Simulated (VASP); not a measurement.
A run of VASP 6.6.1 is set up as follows.

The input INCAR:

```
PREC     = Accurate       # precision mode
ENCUT    = 600            # plane-wave cutoff, eV
EDIFF    = 1E-6           # SCF threshold, eV
ISMEAR   = 0              # smearing method
SIGMA    = 0.1            # smearing width, eV
LREAL    = False          # projectors in reciprocal space
LASPH    = True           # aspherical terms in the spheres
NELM     = 100            # most SCF steps
ALGO     = Normal         # electronic algorithm
ISIF     = 3              # what is computed and relaxed
LWAVE    = False          # write WAVECAR
LCHARG   = False          # write CHGCAR
GGA      = PE             # functional
IBRION   = 2              # ionic algorithm
NSW      = 100            # ionic steps
EDIFFG   = -0.01          # ionic threshold
```

File KPOINTS:

```
Automatic mesh
0
Gamma
  12 12 6
```

The input POSCAR:

```
Te
1.0
    4.2558738172      0.0000000000      0.0000000000
   -2.1279369086      3.6856948410      0.0000000000
    0.0000000000      0.0000000000      8.9471891430
Te
4
Direct
    0.0000000000      0.0000000000      0.8414149204
    0.0000000000      0.0000000000      0.1585850796
    0.3333333333      0.6666666667      0.6084850474
    0.6666666667      0.3333333333      0.3915149526
```

Potentials or basis: VASP PAW PBE potentials, release 64 (Te).

Launch:

```bash
$ cat potpaw_PBE.64/Te/POTCAR > POTCAR
$ mpirun -np 1 vasp_std > vasp.out
```

(1) What does it give for the relaxed volume?

(2) Estimate the relaxed cell.

(3) Estimate the band gap on the k mesh.

(4) Estimate the space group after relaxing (to 0.1 Å).

Answers

(1) 35.74 Å³/atom.

(2) a = 4.335 Å, b = 4.335 Å, c = 8.783 Å, α = 90.00°, β = 90.00°, γ = 120.00°.

(3) zero (bands 12 and 13 overlap by 0.54 eV).

(4) P-3m1 (No. 164).

Caveat: spin-orbit coupling is left out, which moves the levels of the heavy elements.
